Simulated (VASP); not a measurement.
Set up this calculation in VASP 6.6.1, as the native input.

| Item | Value |
| --- | --- |
| Task | single point |
| Functional | PBE |
| Potentials or basis | VASP PAW PBE potentials, release 64 (Ca_sv, Mg, Pd, C, N) |
| Cutoff | 520 eV |
| k mesh | 4 × 4 × 4 |
| Occupations | gaussian, width 0.1 eV |
| Spin | no spin polarisation |
| Dipole correction | no |
| Further INCAR settings | LREAL = Auto; ALGO = Normal; EDIFF = 1e-06; NBANDS = 51 |

The structure of CaMgPdC6N6 lies in POSCAR:

```
CaMgPdC6N6
1.0
    0.0000000000      5.3180000000      5.3180000000
    5.3180000000      0.0000000000      5.3180000000
    5.3180000000      5.3180000000      0.0000000000
Ca Mg Pd C N
1 1 1 6 6
Direct
    0.5000000000      0.5000000000      0.5000000000
    0.7500000000      0.7500000000      0.7500000000
    0.0000000000      0.0000000000      0.0000000000
    0.8177886400      0.1822113600      0.1822113600
    0.1822113600      0.1822113600      0.8177886400
    0.8177886400      0.1822113600      0.8177886400
    0.1822113600      0.8177886400      0.8177886400
    0.8177886400      0.8177886400      0.1822113600
    0.1822113600      0.8177886400      0.1822113600
    0.7077848800      0.2922151200      0.2922151200
    0.2922151200      0.2922151200      0.7077848800
    0.7077848800      0.2922151200      0.7077848800
    0.2922151200      0.7077848800      0.7077848800
    0.7077848800      0.7077848800      0.2922151200
    0.2922151200      0.7077848800      0.2922151200
```

The input as run:

INCAR

```
SYSTEM = CaMgPdC6N6
PREC = Accurate
ENCUT = 520
EDIFF = 1E-6
ISMEAR = 0
SIGMA = 0.1
LREAL = Auto
LASPH = .True.
NELM = 100
ALGO = Normal
ISIF = 2
LWAVE = .False.
LCHARG = .False.
GGA = PE
NBANDS = 51
```

KPOINTS

```
Automatic mesh
0
Gamma
  4 4 4
  0 0 0
```

Potentials or basis: VASP PAW PBE potentials, release 64 (Ca_sv, Mg, Pd, C, N).

Run with:

```bash
$ cat potpaw_PBE.64/Ca_sv/POTCAR potpaw_PBE.64/Mg/POTCAR potpaw_PBE.64/Pd/POTCAR potpaw_PBE.64/C/POTCAR potpaw_PBE.64/N/POTCAR > POTCAR
$ mpirun -np 1 vasp_std > vasp.out
```

Results of the run:

- Pressure: 7.8 GPa
- Largest force: 2.409 eV/Å
- Band gap on the k mesh: 0.40 eV (least direct gap 0.41 eV)

Caveat: the cell stands under pressure; forces of over 1 eV/Å act on the atoms, so gaps and moduli don't describe the material at rest.

It took 4.8 min on 1 thread of Intel(R) Xeon(R) Platinum 8259CL CPU @ 2.50GHz (Skylake/Cascade Lake) (shared host), peak memory 0.46 GiB.
